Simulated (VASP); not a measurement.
A run of VASP 6.6.1:

The input INCAR:

```
SYSTEM = Rb3H
ALGO = Normal
EDIFF = 1E-8
ENCUT = 500
GGA = PE
GGA_COMPAT = .False.
IBRION = 8
ISIF = 2
ISMEAR = -1
KPAR = 4
LASPH = .True.
LCHARG = .False.
LREAL = .False.
LWAVE = .False.
NBANDS = 22
NELM = 120
NSW = 1
PREC = Accurate
SIGMA = 0.15
```

KPOINTS

```
k-points
0
Gamma
  12 12 4
  0 0 0
```

Contents of POSCAR:

```
Rb3H
1.0
    4.6145889790      0.0000000000      0.0000000000
   -2.3072944895      3.9963512839      0.0000000000
    0.0000000000      0.0000000000     12.1395514877
Rb H
3 1
Direct
    0.0000000000      0.0000000000      0.0000000000
    0.3333333333      0.6666666667      0.3591777596
    0.6666666667      0.3333333333      0.6408222404
    0.0000000000      0.0000000000      0.5000000000
```

Potentials or basis: VASP PAW PBE potentials, release 64 (Rb_sv, H).

The run is started by

```console
$ cat potpaw_PBE.64/Rb_sv/POTCAR potpaw_PBE.64/H/POTCAR > POTCAR
$ mpirun -np 4 vasp_std > vasp.out
```

Hardware: 4 MPI ranks on Intel(R) Xeon(R) Platinum 8259CL CPU @ 2.50GHz (Skylake/Cascade Lake), on a shared host.

**Question.** Estimate the wall time of this run.

**Answer.** Wall time 45 min on 4 MPI ranks on Intel(R) Xeon(R) Platinum 8259CL CPU @ 2.50GHz (Skylake/Cascade Lake) (shared host), peak memory 2.4 GiB a rank. Counts: scf iterations 114, k points 69.
